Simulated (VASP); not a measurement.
# Zn (P4/mmm) in VASP: notebook

Zn is run at these levels: PBE; tasks: single point.

All numbers are computed with VASP 6.6.1; they aren't measurements. Logs are shortened: lines on timing, memory, paths and dates and some standing lists are left out, and cuts for length are marked.

### Step 1. The cell of the first run

It takes space group P4/mmm (No. 123, tetragonal). The conventional cell has a = 2.596 Å, b = 2.596 Å, c = 2.684 Å, α = 90.00°, β = 90.00°, γ = 90.00°. Zn (site symmetry 4/mmm) has 6 Zn at 2.60 to 2.68 Å within 3.4 Å.

### Step 2. Single point, PBE

File INCAR:

```
SYSTEM = Zn
ALGO = Fast
EDIFF = 1E-6
ENCUT = 520
GGA = PE
ISIF = 2
ISMEAR = 0
LASPH = .TRUE.
LCHARG = .FALSE.
LREAL = .FALSE.
LWAVE = .FALSE.
NBANDS = 12
NELM = 100
PREC = Accurate
SIGMA = 0.1
```

File KPOINTS:

```
k-points
0
G
  8 8 6
  0 0 0
```

File POSCAR:

```
Zn
1.0
    2.5957298497      0.0000000000      0.0000000000
    0.0000000000      2.5958254502      0.0000000000
    0.0000000000      0.0000000000      2.6840113908
Zn
1
Direct
    0.0000000000      0.0000000000      0.0000000000
```

Potentials or basis: VASP PAW PBE potentials, release 64 (Zn).

Command:

```
$ cat potpaw_PBE.64/Zn/POTCAR > POTCAR
$ mpirun -np 1 vasp_std > vasp.out
```

OUTCAR:

```text
SYSTEM = Zn
   EDIFF = 1E-6
   ENCUT = 520
   GGA = PE
   ISIF = 2
   ISMEAR = 0
   LASPH = .TRUE.
   LREAL = .FALSE.
   NELM = 100
   PREC = Accurate

 ion  position               nearest neighbor table
   1  0.000  0.000  0.000-

  LATTYP: Found a simple orthorhombic cell.
 ALAT       =     2.5957298497
 B/A-ratio  =     1.0000368299
 C/A-ratio  =     1.0340102962

  Lattice vectors:

 A1 = (   2.5957298497,   0.0000000000,   0.0000000000)
 A2 = (   0.0000000000,   2.5958254502,   0.0000000000)
 A3 = (   0.0000000000,   0.0000000000,   2.6840113908)

Analysis of symmetry for initial positions (statically):
=====================================================================
 Subroutine PRICEL returns:
 Original cell was already a primitive cell.

 Routine SETGRP: Setting up the symmetry group for a
 simple orthorhombic supercell.

 Subroutine GETGRP returns: Found  8 space group operations
 (whereof  8 operations were pure point group operations)
 out of a pool of  8 trial point group operations.

The static configuration has the point symmetry D_2h.

Analysis of symmetry for dynamics (positions and initial velocities):
=====================================================================
 Subroutine PRICEL returns:
 Original cell was already a primitive cell.

 Routine SETGRP: Setting up the symmetry group for a
 simple orthorhombic supercell.

 Subroutine GETGRP returns: Found  8 space group operations
 (whereof  8 operations were pure point group operations)
 out of a pool of  8 trial point group operations.

The dynamic configuration has the point symmetry D_2h.

 Subroutine INISYM returns: Found  8 space group operations
 (whereof  8 operations are pure point group operations),
 and found     1 'primitive' translations

----------------------------------------------------------------------------------------

                                     Primitive cell

  volume of cell :      18.0850

  direct lattice vectors                    reciprocal lattice vectors
     2.595729850  0.000000000  0.000000000     0.385248103  0.000000000  0.000000000
     0.000000000  2.595825450  0.000000000     0.000000000  0.385233915  0.000000000
     0.000000000  0.000000000  2.684011391     0.000000000  0.000000000  0.372576660

  length of vectors
     2.595729850  2.595825450  2.684011391     0.385248103  0.385233915  0.372576660

  position of ions in fractional coordinates (direct lattice)
[... 80 lines left out ...]
   NSW    =      0    number of steps for IOM
   IBRION =     -1    ionic relax: 0-MD 1-quasi-New 2-CG
   NFREE  =      0    steps in history (QN), initial steepest desc. (CG)
   ISIF   =      2    stress and relaxation
   ISYM   =      2    0-nonsym 1-usesym 2-fastsym
   POTIM  = 0.5000    time-step for ionic-motion
   TEBEG  =    0.0;   TEEND  =   0.0 temperature during run
   PSTRESS=    0.0 pullay stress
   NELECT =      12.0000    total number of electrons
   NUPDOWN=      -1.0000    fix difference up-down
   EMIN   =  10.00;   EMAX   =-10.00  energy-range for DOS
   EFERMI =   0.00;   METHOD = LEGACY
   ISMEAR =     0;   SIGMA  =   0.10  broadening in eV -4-tet -1-fermi 0-gaus
   EFERMI_NEDOS =   21; number of points for ismear=-14 and -15
   IALGO  =     68    algorithm
   IMIX   =      4    mixing-type and parameters
     AMIX     =   0.40;   BMIX     =  1.00
     AMIX_MAG =   1.60;   BMIX_MAG =  1.00
  volume/ion in A,a.u.               =      18.09       122.04
  Fermi-wavevector in a.u.,A,eV,Ry     =   1.427892  2.698325 27.740600  2.038877
  Thomas-Fermi vector in A             =   2.548013
   LORBIT       =      0    0 simple, 1 ext, 2 COOP (PROOUT), +10 PAW based schemes
   GGA     = PE    functional components
   LHFCALC =     F    Hartree Fock is set to
   AEXX    =    0.0000 exact exchange contribution
   IVDW    =     0    specifies the selected vdW correction
   LEPSILON=     F    determine dielectric tensor
   LRPA    =     F    only Hartree local field effects (RPA)
 non-spin polarized calculation
 RMM-DIIS sequential band-by-band and
 Gauss-broadening in eV      SIGMA  =   0.10
  energy-cutoff  :      520.00
  volume of cell :       18.09
 maximum number of plane-waves:       496
 NGX is ok and might be reduce to    20
   NGX =  9   NGY =  9   NGZ =  9

 number of electron      11.9999996 magnetization

 Free energy of the ion-electron system (eV)
  ---------------------------------------------------
  ext. energy  EPLUGINS =         0.00000000
  ---------------------------------------------------
  free energy    TOTEN  =        -0.90274614 eV

  energy without entropy =       -0.90176669  energy(sigma->0) =       -0.90225641

 E-fermi :   1.8921     XC(G=0): -10.5972

 val. band max:        1.7668037382   @ k =   0.3750   0.3750   0.3333
 cond. band min:       1.9617774270   @ k =   0.1250   0.5000   0.3333
 fundamental gap:      0.1949736887
 Fermi energy:         1.8921113602

 k-point     1 :       0.0000    0.0000    0.0000
  band No.  band energies     occupation
      1      -7.1933      2.00000
      2      -6.1314      2.00000
      3      -6.0659      2.00000
      4      -4.9521      2.00000
      5      -4.9521      2.00000
      6      -4.9086      2.00000
      7      13.0974      0.00000
      8      14.5727      0.00000
      9      14.5744      0.00000
     10      16.4125      0.00000
     11      17.4390      0.00000
     12      19.8435      0.00000
[... 331 lines left out ...]
 k-point    24 :       0.3750    0.5000    0.0000
  band No.  band energies     occupation
      1      -5.9847      2.00000
      2      -5.7186      2.00000
      3      -5.2746      2.00000
      4      -5.2154      2.00000
      5      -4.7978      2.00000
      6       1.5743      1.99999
      7       2.3530      0.00000
      8       7.3883      0.00000
      9       9.8069      0.00000
     10      21.3016      0.00000
     11      23.4202      0.00000
     12      24.4641      0.00000

 [... further k-points ...]
[... 5 lines left out ...]
  --------------------------------------------------------------------------------------
  -------------------------------------------------------------------------------------
  Total        0.0395733      0.0387691      0.0588260     -0.0000000      0.0000000      0.0000000
  in kB        3.5058496      3.4346023      5.2114755     -0.0000000      0.0000000      0.0000000
  external PRESSURE =       4.0506425 kB  Pullay stress =       0.0000000 kB

 VOLUME and BASIS-vectors are now :
 -----------------------------------------------------------------------------
  energy-cutoff  :      520.00
  volume of cell :       18.09
      direct lattice vectors                 reciprocal lattice vectors
     2.595729850  0.000000000  0.000000000     0.385248103  0.000000000  0.000000000
     0.000000000  2.595825450  0.000000000     0.000000000  0.385233915  0.000000000
     0.000000000  0.000000000  2.684011391     0.000000000  0.000000000  0.372576660

 POSITION                                       TOTAL-FORCE (eV/Angst)
 -----------------------------------------------------------------------------------
      0.00000      0.00000      0.00000         0.000000      0.000000      0.000000
 -----------------------------------------------------------------------------------
    total drift:                               -0.000000      0.000000      0.000000

  FREE ENERGIE OF THE ION-ELECTRON SYSTEM (eV)
  ---------------------------------------------------
  free  energy   TOTEN  =        -0.9027461357 eV

  energy  without entropy=       -0.9017666871  energy(sigma->0) =       -0.90225641
```

OSZICAR:

```text
N       E                     dE             d eps       ncg     rms          rms(c)
DAV:   1     0.447335124140E+02    0.44734E+02   -0.66235E+03  2428   0.150E+03
DAV:   2     0.529743080684E+00   -0.44204E+02   -0.41763E+02  2508   0.215E+02
DAV:   3    -0.975749188304E+00   -0.15055E+01   -0.15028E+01  2860   0.391E+01
DAV:   4    -0.980539406681E+00   -0.47902E-02   -0.47899E-02  2724   0.218E+00
DAV:   5    -0.980543978496E+00   -0.45718E-05   -0.45717E-05  2760   0.647E-02    0.202E+00
RMM:   6    -0.908516934192E+00    0.72027E-01   -0.19643E-01  2816   0.588E+00    0.158E+00
RMM:   7    -0.904830754252E+00    0.36862E-02   -0.59349E-03  2949   0.116E+00    0.755E-01
RMM:   8    -0.902759555884E+00    0.20712E-02   -0.17914E-03  2763   0.377E-01    0.487E-02
RMM:   9    -0.902756982371E+00    0.25735E-05   -0.43665E-04  3015   0.319E-01    0.537E-02
RMM:  10    -0.902745866222E+00    0.11116E-04   -0.48768E-05  2975   0.819E-02    0.281E-03
RMM:  11    -0.902746135673E+00   -0.26945E-06   -0.33427E-06  2454   0.212E-02
   1 F= -.90274614E+00 E0= -.90225641E+00  d E =-.979449E-03
```

stdout:

```text
POSCAR found type information on POSCAR Zn
 POSCAR found :  1 types and       1 ions
 scaLAPACK will be used
 LDA part: xc-table for (Slater+PW92), standard interpolation
 POSCAR, INCAR and KPOINTS ok, starting setup
 FFT: planning ... GRIDC
 FFT: planning ... GRID_SOFT
 FFT: planning ... GRID
 WAVECAR not read
 entering main loop
```

Wall time 9.3 s (1 thread of Intel Xeon Platinum 8488C (Sapphire Rapids), shared host); peak memory 0.12 GiB.

What came out:

```
Free energy            : -0.9027 eV
Pressure               : 0.4 GPa
Band gap on the k mesh : zero (band 6 reaches 7.22 eV, above the bottom of band 7 at -1.07 eV)
```

Stress tensor (GPa, compression positive):
```
0.35 0.00 0.00
0.00 0.34 0.00
0.00 0.00 0.52
```

Caveat: the k points lie up to 0.39 Å⁻¹ apart.

### Step 3. Single point, PBE

This run uses another cell than the first one, of 18.18 Å³/atom, 1.005 times its volume.

File INCAR:

```
SYSTEM = Zn
PREC = Accurate
ENCUT = 520
EDIFF = 1E-7
ISMEAR = 0
SIGMA = 0.1
LREAL = .FALSE.
LASPH = .TRUE.
NELM = 100
ALGO = Fast
ISIF = 2
LWAVE = .FALSE.
LCHARG = .FALSE.
GGA = PE
NBANDS = 12
```

File KPOINTS:

```
Automatic mesh
0
G
  22 22 20
  0 0 0
```

File POSCAR:

```
Zn
1.0
    2.6354735667      0.0000000000      0.0000000000
    0.0000000000      2.6354735667      0.0000000000
    0.0000000000      0.0000000000      2.6172736889
Zn
1
Direct
    0.0000000000      0.0000000000      0.0000000000
```

Potentials or basis: VASP PAW PBE potentials, release 64 (Zn).

Command:

```
$ cat potpaw_PBE.64/Zn/POTCAR > POTCAR
$ mpirun -np 1 vasp_std > vasp.out
```

OUTCAR:

```text
SYSTEM = Zn
   PREC = Accurate
   ENCUT = 520
   EDIFF = 1E-7
   ISMEAR = 0
   LREAL = .FALSE.
   LASPH = .TRUE.
   NELM = 100
   ISIF = 2
   GGA = PE

 ion  position               nearest neighbor table
   1  0.000  0.000  0.000-

  LATTYP: Found a simple tetragonal cell.
 ALAT       =     2.6354735667
 C/A-ratio  =     0.9930942666

  Lattice vectors:

 A1 = (   2.6354735667,   0.0000000000,   0.0000000000)
 A2 = (   0.0000000000,   2.6354735667,   0.0000000000)
 A3 = (   0.0000000000,   0.0000000000,   2.6172736889)

Analysis of symmetry for initial positions (statically):
=====================================================================
 Subroutine PRICEL returns:
 Original cell was already a primitive cell.

 Routine SETGRP: Setting up the symmetry group for a
 simple tetragonal supercell.

 Subroutine GETGRP returns: Found 16 space group operations
 (whereof 16 operations were pure point group operations)
 out of a pool of 16 trial point group operations.

The static configuration has the point symmetry D_4h.

Analysis of symmetry for dynamics (positions and initial velocities):
=====================================================================
 Subroutine PRICEL returns:
 Original cell was already a primitive cell.

 Routine SETGRP: Setting up the symmetry group for a
 simple tetragonal supercell.

 Subroutine GETGRP returns: Found 16 space group operations
 (whereof 16 operations were pure point group operations)
 out of a pool of 16 trial point group operations.

The dynamic configuration has the point symmetry D_4h.

 Subroutine INISYM returns: Found 16 space group operations
 (whereof 16 operations are pure point group operations),
 and found     1 'primitive' translations

----------------------------------------------------------------------------------------

                                     Primitive cell

  volume of cell :      18.1789
[... 109 lines left out ...]
  Fermi-wavevector in a.u.,A,eV,Ry     =   1.425432  2.693675 27.645074  2.031856
  Thomas-Fermi vector in A             =   2.545817
   LORBIT       =      0    0 simple, 1 ext, 2 COOP (PROOUT), +10 PAW based schemes
   GGA     = PE    functional components
   LHFCALC =     F    Hartree Fock is set to
   AEXX    =    0.0000 exact exchange contribution
   IVDW    =     0    specifies the selected vdW correction
   LEPSILON=     F    determine dielectric tensor
   LRPA    =     F    only Hartree local field effects (RPA)
 non-spin polarized calculation
 RMM-DIIS sequential band-by-band and
 Gauss-broadening in eV      SIGMA  =   0.10
  energy-cutoff  :      520.00
  volume of cell :       18.18
 maximum number of plane-waves:       508
 NGX is ok and might be reduce to    20
   NGX =  9   NGY =  9   NGZ =  9

 number of electron      12.0000008 magnetization

 Free energy of the ion-electron system (eV)
  ---------------------------------------------------
  ext. energy  EPLUGINS =         0.00000000
  ---------------------------------------------------
  free energy    TOTEN  =        -0.88209918 eV

  energy without entropy =       -0.88033958  energy(sigma->0) =       -0.88121938

 E-fermi :   1.7645     XC(G=0): -10.5745

 val. band max:        1.7481445055   @ k =   0.5000   0.2727   0.3000
 cond. band min:       1.7691026252   @ k =   0.4545   0.3182   0.3000
 fundamental gap:      0.0209581197
 Fermi energy:         1.7644992043

 k-point     1 :       0.0000    0.0000    0.0000
  band No.  band energies     occupation
      1      -7.1848      2.00000
      2      -6.1176      2.00000
      3      -6.1026      2.00000
      4      -4.9678      2.00000
      5      -4.9599      2.00000
      6      -4.9599      2.00000
      7      13.8952      0.00000
      8      13.8952      0.00000
      9      14.2042      0.00000
     10      16.8168      0.00000
     11      16.9940      0.00000
     12      19.5984      0.00000
[... 331 lines left out ...]
 k-point    24 :       0.0909    0.0909    0.0000
  band No.  band energies     occupation
      1      -6.8284      2.00000
      2      -6.0735      2.00000
      3      -6.0243      2.00000
      4      -5.0204      2.00000
      5      -4.9872      2.00000
      6      -4.9811      2.00000
      7      11.4448      0.00000
      8      12.0122      0.00000
      9      14.6244      0.00000
     10      17.9545      0.00000
     11      19.8604      0.00000
     12      21.4121      0.00000

 [... further k-points ...]
[... 5 lines left out ...]
  --------------------------------------------------------------------------------------
  -------------------------------------------------------------------------------------
  Total        0.0449966      0.0449966      0.0495646      0.0000000      0.0000000      0.0000000
  in kB        3.9657368      3.9657368      4.3683339      0.0000000      0.0000000      0.0000000
  external PRESSURE =       4.0999359 kB  Pullay stress =       0.0000000 kB

 VOLUME and BASIS-vectors are now :
 -----------------------------------------------------------------------------
  energy-cutoff  :      520.00
  volume of cell :       18.18
      direct lattice vectors                 reciprocal lattice vectors
     2.635473567  0.000000000  0.000000000     0.379438448  0.000000000  0.000000000
     0.000000000  2.635473567  0.000000000     0.000000000  0.379438448  0.000000000
     0.000000000  0.000000000  2.617273689     0.000000000  0.000000000  0.382076970

 POSITION                                       TOTAL-FORCE (eV/Angst)
 -----------------------------------------------------------------------------------
      0.00000      0.00000      0.00000         0.000000      0.000000      0.000000
 -----------------------------------------------------------------------------------
    total drift:                               -0.000000      0.000000      0.000000

  FREE ENERGIE OF THE ION-ELECTRON SYSTEM (eV)
  ---------------------------------------------------
  free  energy   TOTEN  =        -0.8820991811 eV

  energy  without entropy=       -0.8803395763  energy(sigma->0) =       -0.88121938
```

stdout:

```text
POSCAR found type information on POSCAR Zn
 POSCAR found :  1 types and       1 ions
 scaLAPACK will be used
 LDA part: xc-table for (Slater+PW92), standard interpolation
 POSCAR, INCAR and KPOINTS ok, starting setup
 FFT: planning ... GRIDC
 FFT: planning ... GRID_SOFT
 FFT: planning ... GRID
 WAVECAR not read
 entering main loop
WARNING in EDDRMM: call to ZHEGV failed, returncode =   6  3      9
WARNING in EDDRMM: call to ZHEGV failed, returncode =   6  3     10
WARNING in EDDRMM: call to ZHEGV failed, returncode =   8  4     12
WARNING in EDDRMM: call to ZHEGV failed, returncode =   8  4     10
WARNING in EDDRMM: call to ZHEGV failed, returncode =   8  4     11
WARNING in EDDRMM: call to ZHEGV failed, returncode =   8  4     12
WARNING in EDDRMM: call to ZHEGV failed, returncode =   6  3     11
WARNING in EDDRMM: call to ZHEGV failed, returncode =   8  4     11
```

Run time: 70 s. Hardware: 1 thread of Intel Xeon Platinum 8488C (Sapphire Rapids), shared host; peak memory 0.27 GiB.

Results:

```
Free energy            : -0.8821 eV
Pressure               : 0.4 GPa
Band gap on the k mesh : zero (band 6 reaches 7.24 eV, above the bottom of band 7 at -0.99 eV)
```

Levels at points of the mesh, in eV from the Fermi level:
```
           k point  band 3  band 4  band 5  band 6  band 7  band 8  band 9  band 10
(0.00, 0.00, 0.00)   -7.87   -6.73   -6.72   -6.72   12.13   12.13   12.44    15.05
(0.50, 0.00, 0.00)   -7.06   -7.05   -6.70   -2.92   -2.75   16.54   16.86    19.19
(0.50, 0.50, 0.00)   -6.99   -6.99   -6.47    1.38    1.38    2.42    6.13    21.71
(0.00, 0.00, 0.50)   -7.07   -7.07   -6.70   -2.81   -2.72   16.65   16.65    19.17
(0.50, 0.00, 0.50)   -7.01   -7.00   -6.45    1.41    1.48    2.54    6.19    21.48
(0.50, 0.50, 0.50)   -7.60   -6.45   -6.43    5.47    5.55    5.55    9.47    10.64
```
